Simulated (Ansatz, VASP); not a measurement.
This is a calculation of As for Ansatz 0.2.0.

The input input:

```
crystal:
  lattice:
    - [2.6671410253, 0.0, 0.0]
    - [0.0, 2.6671410253, 0.0]
    - [0.0, 0.0, 2.6671410253]
  atoms:
    - { symbol: As, position: [0.5, 0.5, 0.5] }
hamiltonian:
  xc: hse06
  pseudopotentials: { kind: paw }
kpoints:
  mp_grid: { grid: [6, 6, 6] }
scf:
  occupations: { method: fermi_dirac, width: 0.05 }
output:
  forces: true
  stress: true
  eigenvalues: true
```

Problem. Set up the same calculation for VASP 6.6.1. Potentials there: VASP PAW PBE potentials, release 64 (As).

Solution. As run (the cutoff follows the program's own potentials):

POSCAR

```
As
1.0
    2.6671410253      0.0000000000      0.0000000000
    0.0000000000      2.6671410253      0.0000000000
    0.0000000000      0.0000000000      2.6671410253
As
1
Direct
    0.5000000000      0.5000000000      0.5000000000
```

INCAR.step1

```
  PREC = Accurate
  ENCUT = 520
  EDIFF = 1E-5
  ISMEAR = -1
  SIGMA = 0.05
  LREAL = F
  LASPH = T
  NELM = 80
  ALGO = Normal
  ISIF = 2
  LWAVE = T
  GGA = PE
  NBANDS = 8
```

INCAR.step2

```
  PREC = Accurate
  ENCUT = 520
  EDIFF = 1E-6
  ISMEAR = -1
  SIGMA = 0.05
  LREAL = F
  LASPH = T
  NELM = 80
  ALGO = Normal
  ISIF = 2
  LWAVE = F
  LCHARG = T
  GGA = PE
  LHFCALC = T
  HFSCREEN = 0.2079
  PRECFOCK = Normal
  LELF = T
  LVHAR = T
  ISTART = 1
  NBANDS = 8
```

File KPOINTS:

```
Automatic mesh
0
Gamma
  6 6 6
```

Potentials or basis: VASP PAW PBE potentials, release 64 (As).

Command:

```console
$ cat potpaw_PBE.64/As/POTCAR > POTCAR
$ cp INCAR.step1 INCAR
$ mpirun -np 1 vasp_std > vasp.out
$ cp INCAR.step2 INCAR
$ mpirun -np 1 vasp_std > vasp.out
```

Both were run:

|  | VASP | Ansatz | Ansatz less VASP |
| --- | --- | --- | --- |
| gap on the k mesh at the Fermi level (eV) | none | none | - |
| pressure (GPa) | 2.1 | 2.6 | +0.53 |

A gap of «none» marks a metal or a gap that the smearing closes. With one functional, cell and mesh, what is left measures potentials, basis and numerics. VASP's potentials hold 5 valence electrons a cell and Ansatz's 15, so a difference there can come from the potentials and not from the codes.

The k mesh is coarse, so the values compare programs but aren't converged.
